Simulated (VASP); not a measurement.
# Al6H in VASP: further runs

Runs on Al6H. Level: PBE. Tasks: single point.

Program: VASP 6.6.1. These are calculated values, not measurements. Logs are shortened: lines on timing, memory, paths and dates and some standing lists are left out, and cuts for length are marked.

**1. The cell of the first run**

The cell holds a slab with vacuum, 14 atoms: a = 5.714 Å, b = 5.714 Å, c = 22.602 Å, α = 90.00°, β = 90.00°, γ = 120.00°.

**2. Single point, PBE**

Contents of INCAR:

```
SYSTEM = Al6H
ALGO = Normal
DIPOL = 0.5 0.5 0.304
EDIFF = 1E-6
ENCUT = 520
GGA = PE
IDIPOL = 3
ISIF = 2
ISMEAR = 0
LASPH = .TRUE.
LCHARG = .FALSE.
LDIPOL = .TRUE.
LREAL = .FALSE.
LWAVE = .FALSE.
NBANDS = 32
NELM = 100
PREC = Accurate
SIGMA = 0.1
```

Contents of KPOINTS:

```
k-points
0
G
  6 6 1
  0 0 0
```

Contents of POSCAR:

```
Al6H
1.0
    5.7143028096      0.0000000000      0.0000000000
   -2.8571514048      4.9487313980      0.0000000000
    0.0000000000      0.0000000000     22.6016424636
Al H
12 2
Direct
    0.3333333333      0.1666666667      0.1769782885
    0.3333333333      0.6666666667      0.1769782885
    0.8333333333      0.1666666667      0.1769782885
    0.8333333333      0.6666666667      0.1769782885
    0.1666666667      0.3333333333      0.2787817904
    0.1666666667      0.8333333333      0.2787817904
    0.6666666667      0.3333333333      0.2787817904
    0.6666666667      0.8333333333      0.2787817904
    0.0000000000      0.0000000000      0.3805759903
    0.0000000000      0.5000000000      0.3805759903
    0.5000000000      0.0000000000      0.3805759903
    0.5000000000      0.5000000000      0.3805759903
    0.2121115019      0.4242230039      0.4571191001
    0.2878884981      0.5757769961      0.4571191001
```

Potentials or basis: VASP PAW PBE potentials, release 64 (Al, H).

Launch:

```
$ cat potpaw_PBE.64/Al/POTCAR potpaw_PBE.64/H/POTCAR > POTCAR
$ mpirun -np 1 vasp_std > vasp.out
```

OUTCAR:

```text
SYSTEM = Al6H
   EDIFF = 1E-6
   ENCUT = 520
   GGA = PE
   ISIF = 2
   ISMEAR = 0
   LASPH = .TRUE.
   LREAL = .FALSE.
   NELM = 100
   PREC = Accurate

 ion  position               nearest neighbor table
   1  0.333  0.167  0.177-   5 2.83   6 2.83   7 2.83   4 2.86   2 2.86   2 2.86   4 2.86   3 2.86
                             3 2.86
   2  0.333  0.667  0.177-   6 2.83   5 2.83   8 2.83   3 2.86   1 2.86   1 2.86   3 2.86   4 2.86
                             4 2.86
   3  0.833  0.167  0.177-   7 2.83   8 2.83   5 2.83   4 2.86   2 2.86   4 2.86   2 2.86   1 2.86
                             1 2.86
   4  0.833  0.667  0.177-   8 2.83   7 2.83   6 2.83   3 2.86   1 2.86   3 2.86   1 2.86   2 2.86
                             2 2.86
   5  0.167  0.333  0.279-   9 2.83  12 2.83  10 2.83   1 2.83   2 2.83   3 2.83   8 2.86   6 2.86
                             6 2.86   8 2.86   7 2.86   7 2.86
   6  0.167  0.833  0.279-  10 2.83  11 2.83   9 2.83   2 2.83   1 2.83   4 2.83   7 2.86   5 2.86
                             5 2.86   7 2.86   8 2.86   8 2.86
   7  0.667  0.333  0.279-  11 2.83  10 2.83  12 2.83   3 2.83   4 2.83   1 2.83   8 2.86   6 2.86
                             8 2.86   6 2.86   5 2.86   5 2.86
   8  0.667  0.833  0.279-  12 2.83   9 2.83  11 2.83   4 2.83   3 2.83   2 2.83   7 2.86   5 2.86
                             7 2.86   5 2.86   6 2.86   6 2.86
   9  0.000  0.000  0.381-   5 2.83   8 2.83   6 2.83  10 2.86  12 2.86  10 2.86  12 2.86  11 2.86
                            11 2.86
  10  0.000  0.500  0.381-   6 2.83   7 2.83   5 2.83   9 2.86  11 2.86   9 2.86  11 2.86  12 2.86
                            12 2.86
  11  0.500  0.000  0.381-   7 2.83   6 2.83   8 2.83  10 2.86  12 2.86  12 2.86  10 2.86   9 2.86
                             9 2.86
  12  0.500  0.500  0.381-   8 2.83   5 2.83   7 2.83   9 2.86  11 2.86  11 2.86   9 2.86  10 2.86
                            10 2.86
  13  0.212  0.424  0.457-  14 0.75
  14  0.288  0.576  0.457-  13 0.75

  LATTYP: Found a hexagonal cell.
 ALAT       =     5.7143028096
 C/A-ratio  =     3.9552755982

  Lattice vectors:

 A1 = (   5.7143028096,   0.0000000000,   0.0000000000)
 A2 = (  -2.8571514048,   4.9487313980,   0.0000000000)
 A3 = (   0.0000000000,   0.0000000000,  22.6016424636)

Analysis of symmetry for initial positions (statically):
=====================================================================
 Subroutine PRICEL returns:
 Original cell was already a primitive cell.

 Routine SETGRP: Setting up the symmetry group for a
 hexagonal supercell.

 Subroutine GETGRP returns: Found  2 space group operations
 (whereof  2 operations were pure point group operations)
 out of a pool of 24 trial point group operations.

The static configuration has the point symmetry C_1h.

Analysis of symmetry for dynamics (positions and initial velocities):
=====================================================================
 Subroutine PRICEL returns:
 Original cell was already a primitive cell.

 Routine SETGRP: Setting up the symmetry group for a
 hexagonal supercell.

 Subroutine GETGRP returns: Found  2 space group operations
 (whereof  2 operations were pure point group operations)
 out of a pool of 24 trial point group operations.

The dynamic configuration has the point symmetry C_1h.

 Subroutine INISYM returns: Found  2 space group operations
 (whereof  2 operations are pure point group operations),
 and found     1 'primitive' translations

----------------------------------------------------------------------------------------

                                     Primitive cell

  volume of cell :     639.1417

  direct lattice vectors                    reciprocal lattice vectors
     5.714302810  0.000000000  0.000000000     0.174999476  0.101035995  0.000000000
    -2.857151405  4.948731398  0.000000000     0.000000000  0.202071990  0.000000000
     0.000000000  0.000000000 22.601642464     0.000000000  0.000000000  0.044244572

  length of vectors
[... 50 lines left out ...]

 Free energy of the ion-electron system (eV)
  ---------------------------------------------------
  ext. energy  EPLUGINS =         0.00000000
  ---------------------------------------------------
  free energy    TOTEN  =       -48.08145893 eV

  energy without entropy =      -48.04920467  energy(sigma->0) =      -48.06533180

 E-fermi :  -0.0925     XC(G=0):  -4.0551

 val. band max:       -0.1134335416   @ k =   0.0000   0.3333   0.0000
 cond. band min:      -0.0746766016   @ k =   0.3333   0.1667   0.0000
 fundamental gap:      0.0387569400
 Fermi energy:        -0.0925468419

 k-point     1 :       0.0000    0.0000    0.0000
  band No.  band energies     occupation
      1     -10.7368      2.00000
      2      -9.5929      2.00000
      3      -8.2948      2.00000
      4      -5.8619      2.00000
      5      -4.7882      2.00000
      6      -4.7841      2.00000
[... 23 lines left out ...]
     30       2.5402      0.00000
     31       3.4634      0.00000

 k-point     2 :       0.1667    0.0000    0.0000
  band No.  band energies     occupation
      1     -10.5770      2.00000
      2      -9.5012      2.00000
      3      -8.2187      2.00000
      4      -6.5193      2.00000
      5      -5.7694      2.00000
      6      -5.5692      2.00000
[... 366 lines left out ...]
 k-point    13 :       0.3333    0.3333    0.0000
  band No.  band energies     occupation
      1      -9.4933      2.00000
      2      -8.6626      2.00000
      3      -8.6547      2.00000
      4      -8.4041      2.00000
      5      -6.9825      2.00000
      6      -6.9769      2.00000
[... 23 lines left out ...]
     30       3.2220      0.00000
     31       3.4658      0.00000
 [bands above 31 left out]

------------------------ aborting loop because EDIFF is reached ----------------------------------------

 vacuum level on the upper side and lower side of the slab       (xc-potential included)        -0.169         0.137

  FORCE on cell =-STRESS in cart. coord.  units (eV):
  Direction    XX          YY          ZZ          XY          YZ          ZX
  --------------------------------------------------------------------------------------
  -------------------------------------------------------------------------------------
  Total       -2.1904116     -2.6284175      3.8397719      0.0000000     -0.5354525      0.0000000
  in kB       -5.4908450     -6.5888223      9.6254019      0.0000000     -1.3422531      0.0000000
  external PRESSURE =      -0.8180885 kB  Pullay stress =       0.0000000 kB

 VOLUME and BASIS-vectors are now :
 -----------------------------------------------------------------------------
  energy-cutoff  :      520.00
  volume of cell :      639.14
      direct lattice vectors                 reciprocal lattice vectors
     5.714302810  0.000000000  0.000000000     0.174999476  0.101035995  0.000000000
    -2.857151405  4.948731398  0.000000000     0.000000000  0.202071990  0.000000000
     0.000000000  0.000000000 22.601642464     0.000000000  0.000000000  0.044244572

 POSITION                                       TOTAL-FORCE (eV/Angst)
 -----------------------------------------------------------------------------------
      1.42858      0.82479      4.00000         0.076457     -0.059376     -0.079270
     -0.00000      3.29915      4.00000        -0.000000      0.025126     -0.075255
      4.28573      0.82479      4.00000        -0.076457     -0.059376     -0.079270
      2.85715      3.29915      4.00000        -0.000000      0.089396     -0.092779
      0.00000      1.64958      6.30093        -0.000000      0.055784      0.020485
     -1.42858      4.12394      6.30093        -0.056719      0.011609     -0.040456
      2.85715      1.64958      6.30093        -0.000000      0.066766      0.019841
      1.42858      4.12394      6.30093         0.056719      0.011609     -0.040456
      0.00000      0.00000      8.60164        -0.000000     -0.016576      0.000445
     -1.42858      2.47437      8.60164        -0.365404     -0.007028     -0.450928
      2.85715      0.00000      8.60164        -0.000000      0.016084     -0.049170
      1.42858      2.47437      8.60164         0.365404     -0.007028     -0.450928
     -0.00000      2.09937     10.33164        -0.000000     -1.096791      0.712660
      0.00000      2.84937     10.33164         0.000000      0.969801      0.605080
 -----------------------------------------------------------------------------------
    total drift:                               -0.000000      0.000155     -0.000049

  FREE ENERGIE OF THE ION-ELECTRON SYSTEM (eV)
  ---------------------------------------------------
  free  energy   TOTEN  =       -48.0814589350 eV

  energy  without entropy=      -48.0492046744  energy(sigma->0) =      -48.06533180

 vacuum level on the upper side and lower side of the slab         3.603         3.910
```

Wall time 7 min (1 thread of Intel Xeon Platinum 8488C (Sapphire Rapids), shared host); peak memory 0.7 GiB.

Results:

* Free energy: -48.0815 eV
* Largest force: 1.308 eV/Å
* Band gap on the k mesh: zero (bands 19 and 20 overlap by 0.94 eV)

Forces on the atoms (eV/Å):
```
Al   0.076 -0.059 -0.079
Al   0.000  0.025 -0.075
Al  -0.076 -0.059 -0.079
Al   0.000  0.089 -0.093
Al   0.000  0.056  0.020
Al  -0.057  0.012 -0.040
Al   0.000  0.067  0.020
Al   0.057  0.012 -0.040
Al   0.000 -0.017  0.000
Al  -0.365 -0.007 -0.451
Al   0.000  0.016 -0.049
Al   0.365 -0.007 -0.451
H    0.000 -1.097  0.713
H    0.000  0.970  0.605
```

**3. Single point, PBE**

Contents of INCAR:

```
ALGO = Normal ; DIPOL = 0.5 0.5 0.310
EDIFF = 1E-6 ; ENCUT = 520
GGA = PE ; IDIPOL = 3
ISIF = 2 ; ISMEAR = 0
LASPH = T ; LCHARG = F
LDIPOL = T ; LREAL = F
LWAVE = F ; NBANDS = 32
NELM = 80 ; PREC = Accurate
SIGMA = 0.1
```

Contents of KPOINTS:

```
k-points
0
Gamma
  6 6 1
```

POSCAR: that of step 2 with these lines changed.

```diff
@@ -20,3 +20,3 @@
     0.5000000000      0.5000000000      0.3805759903
-    0.2121115019      0.4242230039      0.4571191001
-    0.2878884981      0.5757769961      0.4571191001
+    0.2121115019      0.4242230039      0.4956118778
+    0.2878884981      0.5757769961      0.4956118778
```

Potentials or basis: VASP PAW PBE potentials, release 64 (Al, H).

Launch:

```
$ cat potpaw_PBE.64/Al/POTCAR potpaw_PBE.64/H/POTCAR > POTCAR
$ mpirun -np 1 vasp_std > vasp.out
```

Wall time 6.9 min (1 thread of Intel Xeon Platinum 8488C (Sapphire Rapids), shared host); peak memory 0.69 GiB.

The run converged. Its results:

| Property | Result |
| --- | --- |
| Free energy | -48.7881 eV |
| Largest force | 0.223 eV/Å |
| Band gap on the k mesh | zero (bands 19 and 20 overlap by 1.01 eV) |

Forces on the atoms (eV/Å):
```
Al   0.001  0.000 -0.007
Al   0.000 -0.011 -0.016
Al  -0.001  0.000 -0.007
Al   0.000  0.009 -0.011
Al   0.000  0.022 -0.033
Al  -0.002 -0.012 -0.012
Al   0.000  0.023  0.014
Al   0.002 -0.012 -0.012
Al   0.000  0.003 -0.006
Al  -0.028  0.007 -0.120
Al   0.000 -0.019 -0.011
Al   0.028  0.007 -0.120
H    0.000 -0.132  0.179
H    0.000  0.112  0.164
```

Levels at points of the mesh, in eV from the Fermi level:
```csv
k point,band 15,band 16,band 17,band 18,band 19,band 20,band 21,band 22,band 23,band 24
"(0.00, 0.00, 0.00)",-2.73,-2.73,-2.71,-0.40,-0.40,-0.38,-0.16,-0.16,-0.14,0.70
"(0.50, 0.00, 0.00)",-1.50,-0.48,-0.48,-0.21,-0.21,0.93,0.95,1.25,1.33,1.63
"(0.00, 0.50, 0.00)",-1.50,-0.48,-0.48,-0.21,-0.21,0.93,0.94,1.28,1.33,1.59
```

**4. Single point, PBE**

Contents of INCAR:

```
SYSTEM = Al6H
ALGO = Normal ; DIPOL = 0.5 0.5 0.296
EDIFF = 1E-6 ; ENCUT = 520
GGA = PE ; IDIPOL = 3
ISIF = 2 ; ISMEAR = 0
LASPH = .TRUE. ; LCHARG = .TRUE.
LDIPOL = .TRUE. ; LELF = .TRUE.
LREAL = .FALSE. ; LVACPOTAV = .TRUE.
LVHAR = .TRUE. ; LWAVE = .FALSE.
NBANDS = 32 ; NELM = 80
PREC = Accurate ; SIGMA = 0.1
```

Contents of KPOINTS:

```
k-points
0
G
  6 6 1
  0 0 0
```

POSCAR: that of step 3 with these lines changed.

```diff
@@ -20,3 +20,3 @@
     0.5000000000      0.5000000000      0.3805759903
-    0.2121115019      0.4242230039      0.4956118778
-    0.2878884981      0.5757769961      0.4956118778
+    0.2171633017      0.4343266034      0.4004860478
+    0.2828366983      0.5656733966      0.4004860478
```

Launch:

```
$ cat potpaw_PBE.64/Al/POTCAR potpaw_PBE.64/H/POTCAR > POTCAR
$ mpirun -np 1 vasp_std > vasp.out
```

It took 13 min on 1 thread of AMD EPYC 7R43 (Zen 3), shared host; peak memory 0.64 GiB.

It converged, with:

* Free energy: -44.2270 eV
* Largest force: 9.705 eV/Å
* Band gap on the k mesh: zero (bands 19 and 20 overlap by 0.81 eV)

Forces on the atoms (eV/Å):
```
Al  -0.005 -0.024 -0.083
Al   0.000  0.016  0.014
Al   0.005 -0.024 -0.083
Al   0.000  0.055 -0.104
Al   0.000  0.128  0.115
Al  -0.031 -0.037  0.070
Al   0.000 -0.042  0.016
Al   0.031 -0.037  0.070
Al   0.000 -0.392 -0.069
Al  -5.384 -0.081 -1.910
Al   0.000  0.543 -0.097
Al   5.384 -0.081 -1.910
H    0.000 -9.494  2.012
H    0.000  9.470  1.960
```

Levels at points of the mesh, in eV from the Fermi level:
```csv
k point,band 15,band 16,band 17,band 18,band 19,band 20,band 21,band 22,band 23,band 24
"(0.00, 0.00, 0.00)",-3.03,-2.85,-1.80,-0.97,-0.84,-0.48,-0.33,-0.27,0.20,1.47
"(0.50, 0.00, 0.00)",-1.18,-0.65,-0.64,-0.45,0.03,0.51,0.75,1.01,1.12,1.41
"(0.00, 0.50, 0.00)",-1.04,-0.71,-0.63,-0.43,0.06,0.41,0.65,0.93,0.99,1.40
```

**5. Single point, PBE**

Contents of INCAR:

```
PREC = Accurate
ENCUT = 520
EDIFF = 1E-6
ISMEAR = 0
SIGMA = 0.1
LREAL = F
LASPH = T
NELM = 100
ALGO = Normal
ISIF = 2
LWAVE = F
LCHARG = F
LDIPOL = T
IDIPOL = 3
DIPOL = 0.5 0.5 0.300
GGA = PE
NBANDS = 32
```

Contents of KPOINTS:

```
regular mesh
0
Gamma
  6 6 1
```

POSCAR: that of step 4 with these lines changed.

```diff
@@ -20,3 +20,3 @@
     0.5000000000      0.5000000000      0.3805759903
-    0.2171633017      0.4343266034      0.4004860478
-    0.2828366983      0.5656733966      0.4004860478
+    0.2171633017      0.4343266034      0.4288025739
+    0.2828366983      0.5656733966      0.4288025739
```

Launch:

```
$ cat potpaw_PBE.64/Al/POTCAR potpaw_PBE.64/H/POTCAR > POTCAR
$ mpirun -np 1 vasp_std > vasp.out
```

Run time: 13 min. Hardware: 1 thread of AMD EPYC 7R43 (Zen 3), shared host; peak memory 0.64 GiB.

The run converged. Its results:

| Property | Result |
| --- | --- |
| Free energy | -46.4967 eV |
| Largest force | 7.752 eV/Å |
| Band gap on the k mesh | zero (bands 19 and 20 overlap by 0.76 eV) |

Forces on the atoms (eV/Å):
```
Al   0.101 -0.113 -0.105
Al   0.000  0.088  0.012
Al  -0.101 -0.113 -0.105
Al   0.000  0.133 -0.127
Al   0.000  0.136  0.302
Al  -0.100  0.036 -0.044
Al   0.000 -0.010 -0.028
Al   0.100  0.036 -0.044
Al   0.000 -0.214 -0.068
Al  -1.568 -0.061 -1.129
Al   0.000  0.302 -0.131
Al   1.568 -0.061 -1.129
H    0.000 -7.627  1.384
H    0.000  7.470  1.212
```

Levels at points of the mesh, in eV from the Fermi level:
```tsv
k point	band 15	band 16	band 17	band 18	band 19	band 20	band 21	band 22	band 23	band 24
(0.00, 0.00, 0.00)	-2.93	-2.81	-2.16	-0.86	-0.81	-0.45	-0.29	-0.24	0.04	1.10
(0.50, 0.00, 0.00)	-0.90	-0.58	-0.55	-0.32	-0.16	0.62	0.79	1.08	1.28	1.37
(0.00, 0.50, 0.00)	-0.82	-0.57	-0.41	-0.37	-0.23	0.63	0.67	1.01	1.25	1.39
```

**6. Single point, PBE**

Contents of INCAR:

```
SYSTEM = Al6H
ALGO     = Normal         ! electronic algorithm
DIPOL    = 0.5 0.5 0.304
EDIFF    = 1E-6           ! SCF threshold, eV
ENCUT    = 520            ! plane-wave cutoff, eV
GGA      = PE             ! functional
IDIPOL   = 3            
ISIF     = 2              ! what is computed and relaxed
ISMEAR   = 0              ! smearing method
LASPH    = .TRUE.         ! aspherical terms in the spheres
LCHARG   = .FALSE.        ! write CHGCAR
LDIPOL   = .TRUE.       
LREAL    = .FALSE.        ! projectors in reciprocal space
LWAVE    = .FALSE.        ! write WAVECAR
NBANDS   = 32             ! bands
NELM     = 60             ! most SCF steps
PREC     = Accurate       ! precision mode
SIGMA    = 0.1            ! smearing width, eV
```

Contents of KPOINTS:

```
k-points
0
G
  6 6 1
  0 0 0
```

POSCAR: that of step 5 with these lines changed.

```diff
@@ -20,3 +20,3 @@
     0.5000000000      0.5000000000      0.3805759903
-    0.2171633017      0.4343266034      0.4288025739
-    0.2828366983      0.5656733966      0.4288025739
+    0.2171633017      0.4343266034      0.4571191001
+    0.2828366983      0.5656733966      0.4571191001
```

Potentials or basis: VASP PAW PBE potentials, release 64 (Al, H).

Launch:

```
$ cat potpaw_PBE.64/Al/POTCAR potpaw_PBE.64/H/POTCAR > POTCAR
$ mpirun -np 1 vasp_std > vasp.out
```

Wall time 13 min (1 thread of AMD EPYC 7R43 (Zen 3), shared host); peak memory 0.67 GiB.

Results (log left out):

| Quantity | Value |
| --- | --- |
| Free energy | -47.7778 eV |
| Largest force | 5.705 eV/Å |
| Band gap on the k mesh | zero (bands 19 and 20 overlap by 0.94 eV) |

Forces on the atoms (eV/Å):
```
Al   0.064 -0.054 -0.071
Al   0.000  0.025 -0.070
Al  -0.064 -0.054 -0.071
Al   0.000  0.086 -0.084
Al   0.000  0.053  0.011
Al  -0.051  0.009 -0.042
Al   0.000  0.059  0.025
Al   0.051  0.009 -0.042
Al   0.000 -0.043 -0.033
Al  -0.417 -0.006 -0.541
Al   0.000  0.039 -0.078
Al   0.417 -0.006 -0.541
H    0.000 -5.647  0.811
H    0.000  5.530  0.725
```

Levels at points of the mesh, in eV from the Fermi level:
```csv
k point,band 16,band 17,band 18,band 19,band 20,band 21,band 22,band 23
"(0.00, 0.00, 0.00)",-2.73,-2.48,-0.54,-0.52,-0.37,-0.19,-0.17,-0.08
"(0.50, 0.00, 0.00)",-0.49,-0.48,-0.22,-0.20,0.85,0.93,1.17,1.37
"(0.00, 0.50, 0.00)",-0.48,-0.46,-0.24,-0.21,0.86,0.89,1.17,1.35
```

**7. The runs side by side**

| cell | gap on the mesh (eV) | largest force (eV/Å) |
| --- | --- | --- |
| as given, atomic positions A | none | 1.31 |
| as given, atomic positions B | none | 0.22 |
| as given, atomic positions C | none | 9.71 |
| as given, atomic positions D | none | 7.75 |
| as given, atomic positions E | none | 5.71 |

Alike in all rows: task single point; level PBE; potentials or basis VASP PAW PBE potentials, release 64 (Al, H); no spin polarisation; k mesh 6 × 6 × 1; cutoff (eV) 520; smearing gaussian 0.1 eV.

Absolute energies hang on the potentials; compare differences alone.

The gap in the log of VASP goes by the Fermi energy; the results here count the filled bands.